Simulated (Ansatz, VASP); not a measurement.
**AlAs in VASP and in Ansatz**

```
CELL_PARAMETERS angstrom
0.00000 2.91997 2.91997
2.91997 0.00000 2.91997
2.91997 2.91997 0.00000
ATOMIC_POSITIONS crystal
Al 0.00000 0.00000 0.00000
As 0.25000 0.25000 0.25000
```

Alike in both runs: task single point; functional PBE; k mesh 8 × 8 × 8; occupations gaussian, width 0.02 eV; no spin polarisation.

```csv
,VASP,Ansatz
version,VASP 6.6.1,Ansatz 0.2.0
potentials or method,"VASP PAW PBE potentials, release 64 (Al, As), cutoff 500 eV","scalar-relativistic, plane waves, PAW"
valence electrons in the cell,8,18
```

VASP gave:

```
gap on the k mesh at the Fermi level (eV) : 1.34
least direct gap on the mesh (eV)         : 1.34
pressure (GPa)                            : -3.3
```

Estimate Ansatz's values.

gap on the k mesh at the Fermi level (eV): 1.34; least direct gap on the mesh (eV): 1.34; pressure (GPa): -3.4.

The functional is the same, so the differences come from potentials, cutoffs and numerics. VASP's potentials hold 8 valence electrons a cell and Ansatz's 18, so a difference there can come from the potentials and not from the codes.
